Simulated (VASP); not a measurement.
# Fe (P6_3/mmc) in VASP: further runs, part 3 of 3

VASP 6.6.1. Earlier steps stand in the parts before.

### 5 Single point, PBEsol (volume scaled by 1.04)

Input file INCAR:

```
ALGO = Normal ; EDIFF = 1E-7
ENCUT = 520 ; GGA = PS
ISIF = 2 ; ISMEAR = -1
LASPH = True ; LCHARG = False
LREAL = False ; LWAVE = False
NBANDS = 15 ; NELM = 80
PREC = Accurate ; SIGMA = 0.08
```

Input file KPOINTS:

```
k-points
0
Gamma
  17 17 10
```

Input file POSCAR:

```
Fe
1.0
    2.4661896480      0.0000000000      0.0000000000
   -1.2330948240      2.1357828857      0.0000000000
    0.0000000000      0.0000000000      3.8924920371
Fe
2
Direct
    0.3333333333      0.6666666667      0.2500000000
    0.6666666667      0.3333333333      0.7500000000
```

Potentials or basis: VASP PAW PBE potentials, release 64 (Fe).

On the command line:

```sh
> cat potpaw_PBE.64/Fe/POTCAR > POTCAR
> mpirun -np 1 vasp_std > vasp.out
```

OUTCAR:

```text
EDIFF = 1E-7
   ENCUT = 520
   GGA = PS
   ISIF = 2
   ISMEAR = -1
   LASPH = True
   LREAL = False
   NELM = 80
   PREC = Accurate

 ion  position               nearest neighbor table
   1  0.333  0.667  0.250-   2 2.41   2 2.41   2 2.41   2 2.41   2 2.41   2 2.41
   2  0.667  0.333  0.750-   1 2.41   1 2.41   1 2.41   1 2.41   1 2.41   1 2.41

  LATTYP: Found a hexagonal cell.
 ALAT       =     2.4661896480
 C/A-ratio  =     1.5783425416

  Lattice vectors:

 A1 = (   2.4661896480,   0.0000000000,   0.0000000000)
 A2 = (  -1.2330948240,   2.1357828857,   0.0000000000)
 A3 = (   0.0000000000,   0.0000000000,   3.8924920371)

Analysis of symmetry for initial positions (statically):
=====================================================================
 Subroutine PRICEL returns:
 Original cell was already a primitive cell.

 Routine SETGRP: Setting up the symmetry group for a
 hexagonal supercell.

 Subroutine GETGRP returns: Found 24 space group operations
 (whereof 12 operations were pure point group operations)
 out of a pool of 24 trial point group operations.

The static configuration has the point symmetry D_3d.
 The point group associated with its full space group is D_6h.

Analysis of symmetry for dynamics (positions and initial velocities):
=====================================================================
 Subroutine PRICEL returns:
 Original cell was already a primitive cell.

 Routine SETGRP: Setting up the symmetry group for a
 hexagonal supercell.

 Subroutine GETGRP returns: Found 24 space group operations
 (whereof 12 operations were pure point group operations)
 out of a pool of 24 trial point group operations.

The dynamic configuration has the point symmetry D_3d.
 The point group associated with its full space group is D_6h.

 Subroutine INISYM returns: Found 24 space group operations
 (whereof 12 operations are pure point group operations),
 and found     1 'primitive' translations

----------------------------------------------------------------------------------------

                                     Primitive cell

  volume of cell :      20.5027

  direct lattice vectors                    reciprocal lattice vectors
     2.466189648  0.000000000  0.000000000     0.405483820  0.234106193  0.000000000
    -1.233094824  2.135782886  0.000000000     0.000000000  0.468212386  0.000000000
     0.000000000  0.000000000  3.892492037     0.000000000  0.000000000  0.256904829

  length of vectors
     2.466189648  2.466189648  3.892492037     0.468212386  0.468212386  0.256904829

  position of ions in fractional coordinates (direct lattice)
     0.333333333  0.666666667  0.250000000
     0.666666667  0.333333333  0.750000000

  ion indices of the primitive-cell ions
   primitive index   ion index
                 1           1
                 2           2

----------------------------------------------------------------------------------------

 KPOINTS: k-points

Automatic generation of k-mesh.
 Grid dimensions read from file:
 generate k-points for:   17   17   10

 Generating k-lattice:

  Cartesian coordinates                     Fractional coordinates (reciprocal lattice)
     0.023851989  0.013770953  0.000000000     0.058823529  0.000000000  0.000000000
     0.000000000  0.027541905  0.000000000     0.000000000  0.058823529  0.000000000
     0.000000000  0.000000000  0.025690483     0.000000000  0.000000000  0.100000000

  Length of vectors
     0.027541905  0.027541905  0.025690483

  Shift w.r.t. Gamma in fractional coordinates (k-lattice)
     0.000000000  0.000000000  0.000000000

 Subroutine IBZKPT returns following result:
 ===========================================

 Found    198 irreducible k-points:

 Following reciprocal coordinates:
            Coordinates               Weight
  0.000000  0.000000  0.000000      1.000000
  0.058824  0.000000  0.000000      6.000000
  0.117647  0.000000  0.000000      6.000000
  0.176471  0.000000  0.000000      6.000000
  0.235294  0.000000  0.000000      6.000000
  0.294118  0.000000  0.000000      6.000000
[... 16 lines left out ...]
  0.411765  0.117647  0.000000     12.000000
  0.176471  0.176471  0.000000      6.000000
 [... further k-points ...]
   k-points           NKPTS =    198   k-points in BZ     NKDIM =    198   number of bands    NBANDS=     15
   number of dos      NEDOS =    301   number of ions     NIONS =      2
   total plane-waves  NPLWV =   9720
   dimension x,y,z NGX =    18 NGY =   18 NGZ =   30
   dimension x,y,z NGXF=    36 NGYF=   36 NGZF=   60
   ions per type =               2
   NGX,Y,Z   is equivalent  to a cutoff of  12.13, 12.13, 12.81 a.u.
   NGXF,Y,Z  is equivalent  to a cutoff of  24.27, 24.27, 25.63 a.u.
 SYSTEM =  unknown system
   PREC   = accura    normal or accurate (medium, high low for compatibility)
   ISTART =      0    job   : 0-new  1-cont  2-samecut
   ICHARG =      2    charge: 1-file 2-atom 10-const
   ISPIN  =      1    spin polarized calculation?
   LNONCOLLINEAR =      F non collinear calculations
   LSORBIT =      F    spin-orbit coupling
   LASPH  =      T    aspherical Exc in radial PAW
   ENCUT  =  520.0 eV  38.22 Ry    6.18 a.u.   4.59  4.59  7.24*2*pi/ulx,y,z
   NELM   =     80;   NELMIN=  2; NELMDL= -5     # of ELM steps
   EDIFF  = 0.1E-06   stopping-criterion for ELM
   LREAL  =      F    real-space projection
   EDIFFG = 0.1E-05   stopping-criterion for IOM
   NSW    =      0    number of steps for IOM
   IBRION =     -1    ionic relax: 0-MD 1-quasi-New 2-CG
   NFREE  =      0    steps in history (QN), initial steepest desc. (CG)
   ISIF   =      2    stress and relaxation
   ISYM   =      2    0-nonsym 1-usesym 2-fastsym
   POTIM  = 0.5000    time-step for ionic-motion
   TEBEG  =    0.0;   TEEND  =   0.0 temperature during run
   PSTRESS=    0.0 pullay stress
   NELECT =      16.0000    total number of electrons
   NUPDOWN=      -1.0000    fix difference up-down
   EMIN   =  10.00;   EMAX   =-10.00  energy-range for DOS
   EFERMI =   0.00;   METHOD = LEGACY
   ISMEAR =    -1;   SIGMA  =   0.08  broadening in eV -4-tet -1-fermi 0-gaus
   EFERMI_NEDOS =   21; number of points for ismear=-14 and -15
   IALGO  =     38    algorithm
   IMIX   =      4    mixing-type and parameters
     AMIX     =   0.40;   BMIX     =  1.00
     AMIX_MAG =   1.60;   BMIX_MAG =  1.00
  volume/ion in A,a.u.               =      10.25        69.18
  Fermi-wavevector in a.u.,A,eV,Ry     =   1.507224  2.848240 30.908673  2.271723
  Thomas-Fermi vector in A             =   2.617838
   LORBIT       =      0    0 simple, 1 ext, 2 COOP (PROOUT), +10 PAW based schemes
   GGA     = PS    functional components
   LHFCALC =     F    Hartree Fock is set to
   AEXX    =    0.0000 exact exchange contribution
   IVDW    =     0    specifies the selected vdW correction
   LEPSILON=     F    determine dielectric tensor
   LRPA    =     F    only Hartree local field effects (RPA)
 non-spin polarized calculation
  energy-cutoff  :      520.00
  volume of cell :       20.50
 maximum number of plane-waves:       573
   NGX =  9   NGY =  9   NGZ = 15

 number of electron      16.0000003 magnetization

 Free energy of the ion-electron system (eV)
  ---------------------------------------------------
  ext. energy  EPLUGINS =         0.00000000
  ---------------------------------------------------
  free energy    TOTEN  =       -17.85865693 eV

  energy without entropy =      -17.80234159  energy(sigma->0) =      -17.83049926

 E-fermi :   6.6756     XC(G=0): -13.9170

 val. band max:        6.6726406641   @ k =   0.2941   0.0000   0.0000
 cond. band min:       6.6758408806   @ k =   0.2941   0.0000   0.2000
 fundamental gap:      0.0032002165
 Fermi energy:         6.6756394762

 k-point     1 :       0.0000    0.0000    0.0000
  band No.  band energies     occupation
      1      -2.2488      2.00000
      2       1.7540      2.00000
      3       5.0314      2.00000
      4       5.0314      2.00000
      5       5.1680      2.00000
      6       5.4971      2.00000
      7       5.4971      2.00000
      8       5.8293      1.99995
      9       5.8293      1.99995
     10       7.2009      0.00281
     11       7.3856      0.00028
     12       7.3856      0.00028
     13      15.3862      0.00000
     14      28.4955      0.00000
[... 401 lines left out ...]
      2       3.0376      2.00000
      3       3.3675      2.00000
      4       3.5508      2.00000
      5       4.7963      2.00000
      6       5.1820      2.00000
      7       5.5654      2.00000
      8       6.2134      1.99383
      9       6.7840      0.41042
     10       7.3004      0.00081
     11       7.5976      0.00002
     12      13.9483      0.00000
     13      15.8396      0.00000
     14      19.9687      0.00000
     15      20.6833      0.00000

 [... further k-points ...]
[... 5 lines left out ...]
  --------------------------------------------------------------------------------------
  -------------------------------------------------------------------------------------
  Total       -1.6557679     -1.6557679     -1.6274855      0.0000000      0.0000000     -0.0000000
  in kB     -129.3894099   -129.3894099   -127.1792898      0.0000000      0.0000000     -0.0000000
  external PRESSURE =    -128.6527032 kB  Pullay stress =       0.0000000 kB

 VOLUME and BASIS-vectors are now :
 -----------------------------------------------------------------------------
  energy-cutoff  :      520.00
  volume of cell :       20.50
      direct lattice vectors                 reciprocal lattice vectors
     2.466189648  0.000000000  0.000000000     0.405483820  0.234106193  0.000000000
    -1.233094824  2.135782886  0.000000000     0.000000000  0.468212386  0.000000000
     0.000000000  0.000000000  3.892492037     0.000000000  0.000000000  0.256904829

 POSITION                                       TOTAL-FORCE (eV/Angst)
 -----------------------------------------------------------------------------------
     -0.00000      1.42386      0.97312         0.000000      0.000000      0.000000
      1.23309      0.71193      2.91937        -0.000000     -0.000000      0.000000
 -----------------------------------------------------------------------------------
    total drift:                                0.000000     -0.000000     -0.000000

  FREE ENERGIE OF THE ION-ELECTRON SYSTEM (eV)
  ---------------------------------------------------
  free  energy   TOTEN  =       -17.8586569310 eV

  energy  without entropy=      -17.8023415944  energy(sigma->0) =      -17.83049926
```

Wall time 34 s (1 thread of AMD EPYC 9R14 (Zen 4), shared host); peak memory 0.14 GiB.

What came out:

```yaml
Free_energy: -17.8587 eV
Pressure: -12.9 GPa
Band_gap_on_the_k_mesh: zero (band 8 reaches 7.50 eV, above the bottom of band 9 at 5.69 eV)
```

Stress tensor (GPa, compression positive):
```
-12.94   0.00   0.00
  0.00 -12.94   0.00
  0.00   0.00 -12.72
```

Levels at points of the mesh, in eV from the Fermi level:
```tsv
k point	band 6	band 7	band 8	band 9	band 10	band 11
(0.00, 0.00, 0.00)	-1.18	-1.18	-0.85	-0.85	0.53	0.71
(0.00, 0.00, 0.50)	-1.76	-1.76	-1.76	0.32	0.32	0.32
```

Caveat: the PAW data sets were made with another functional, which shifts forces and pressure a little; the run has no spin polarisation, though such a crystal can be magnetic.

### 6 Single point, PBEsol (volume scaled by 1.06)

Input file INCAR:

```
SYSTEM = Fe
  PREC = Accurate
  ENCUT = 520
  EDIFF = 1E-6
  ISMEAR = -1
  SIGMA = 0.08
  LREAL = .FALSE.
  LASPH = .TRUE.
  NELM = 100
  ALGO = Normal
  ISIF = 2
  LWAVE = .FALSE.
  LCHARG = .FALSE.
  GGA = PS
  NBANDS = 15
```

Input file KPOINTS:

```
Automatic mesh
0
G
  17 17 10
  0 0 0
```

Input file POSCAR:

```
Fe
1.0
    2.4818982858      0.0000000000      0.0000000000
   -1.2409491429      2.1493869651      0.0000000000
    0.0000000000      0.0000000000      3.9172856485
Fe
2
Direct
    0.3333333333      0.6666666667      0.2500000000
    0.6666666667      0.3333333333      0.7500000000
```

Potentials or basis: VASP PAW PBE potentials, release 64 (Fe).

On the command line:

```sh
> cat potpaw_PBE.64/Fe/POTCAR > POTCAR
> mpirun -np 1 vasp_std > vasp.out
```

Run time: 32 s. Hardware: 1 thread of AMD EPYC 9R14 (Zen 4), shared host; peak memory 0.13 GiB.

Results (log left out):

| Quantity | Value |
| --- | --- |
| Free energy | -17.8211 eV |
| Pressure | -17.6 GPa |
| Band gap on the k mesh | zero (band 8 reaches 7.26 eV, above the bottom of band 9 at 5.51 eV) |

Levels at points of the mesh, in eV from the Fermi level:
```csv
k point,band 6,band 7,band 8,band 9,band 10,band 11
"(0.00, 0.00, 0.00)",-1.15,-1.15,-0.82,-0.82,0.52,0.69
"(0.00, 0.00, 0.50)",-1.71,-1.71,-1.71,0.31,0.31,0.31
```

Caveat: the PAW data sets were made with another functional, which shifts forces and pressure a little; the run has no spin polarisation, though such a crystal can be magnetic. Spin polarisation is off, so any magnetic state and its effect on volume and gap are missing.

### 7 Summary

```csv
cell,gap on the mesh (eV),pressure (GPa)
"a = 2.418, b = 2.418, c = 3.816 Å, angles 90.0, 90.0, 120.0°, 2 atoms",none,5.0
"a = 2.442, b = 2.442, c = 3.855 Å, angles 90.0, 90.0, 120.0°, 2 atoms",none,-4.7
"a = 2.450, b = 2.450, c = 3.867 Å, angles 90.0, 90.0, 120.0°, 2 atoms",none,-7.6
"a = 2.466, b = 2.466, c = 3.892 Å, angles 90.0, 90.0, 120.0°, 2 atoms",none,-12.9
"a = 2.482, b = 2.482, c = 3.917 Å, angles 90.0, 90.0, 120.0°, 2 atoms",none,-17.6
```

Alike in all rows: task single point; level PBEsol; potentials or basis VASP PAW PBE potentials, release 64 (Fe); no spin polarisation; k mesh 17 × 17 × 10; cutoff (eV) 520; smearing fermi-dirac 0.08 eV.

Caveats: the PAW data sets were made with another functional, which shifts forces and pressure a little; the run has no spin polarisation, though such a crystal can be magnetic.

Absolute energies hang on the potentials; compare differences alone.
